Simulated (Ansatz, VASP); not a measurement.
**Ta in VASP and in Ansatz**

File INCAR:

```
SYSTEM = Ta
PREC = Accurate ; ENCUT = 520
EDIFF = 1E-7 ; ISMEAR = -1
SIGMA = 0.1 ; LREAL = .FALSE.
LASPH = .TRUE. ; NELM = 80
ALGO = Normal ; ISIF = 2
LWAVE = .FALSE. ; LCHARG = .FALSE.
GGA = B5 ; ALDAX = 1.0
AGGAX = 1.0 ; AGGAC = 1.0
ALDAC = 0.0 ; NBANDS = 18
```

The input KPOINTS:

```
regular mesh
0
G
  10 10 10
  0 0 0
```

The input POSCAR:

```
Ta
1.0
    0.0000000000      2.9732636391      2.9732636391
    2.9732636391      0.0000000000      2.9732636391
    2.9732636391      2.9732636391      0.0000000000
Ta
2
Direct
    0.1250000000      0.1250000000      0.1250000000
    0.8750000000      0.8750000000      0.8750000000
```

Input for Ansatz:

```yaml
crystal:
  lattice:
    - [0.0, 2.9732636391, 2.9732636391]
    - [2.9732636391, 0.0, 2.9732636391]
    - [2.9732636391, 2.9732636391, 0.0]
  atoms:
    - { symbol: Ta, position: [0.125, 0.125, 0.125] }
    - { symbol: Ta, position: [0.875, 0.875, 0.875] }
hamiltonian:
  xc: blyp
  pseudopotentials:
    kind: paw
    azcp:
      Ta: "pseudopotentials/Ta.paw.azcp"
basis:
  ecutwfc: 420
  fft_grid_basis: typed
kpoints:
  mp_grid: { grid: [10, 10, 10], shift: [0, 0, 0] }
magnetization:
  spin_polarized: false
scf:
  occupations: { method: fermi_dirac, width: 0.1 }
  lower_state_search: "off"
output:
  stress: true
  write_density: true
  write_potential: true
  elf: true
  volumetric_format: npy
```

Alike in both runs: task single point; functional BLYP; k mesh 10 × 10 × 10; occupations fermi-dirac, width 0.1 eV; no spin polarisation.

```csv
,VASP,Ansatz
version,VASP 6.6.1,Ansatz 0.2.0
potentials or method,"VASP PAW PBE potentials, release 64 (Ta_pv), cutoff 520 eV","plane waves (420 eV) with PAW, scalar-relativistic"
valence electrons in the cell,22,26
```

|  | VASP | Ansatz | Ansatz less VASP |
| --- | --- | --- | --- |
| pressure (GPa) | 10.5 | 10.1 | -0.46 |

VASP's potentials were made for PBE, not for BLYP. VASP's potentials hold 22 valence electrons a cell and Ansatz's 26, so a difference there can come from the potentials and not from the codes.

Neither program's run includes spin-orbit coupling.
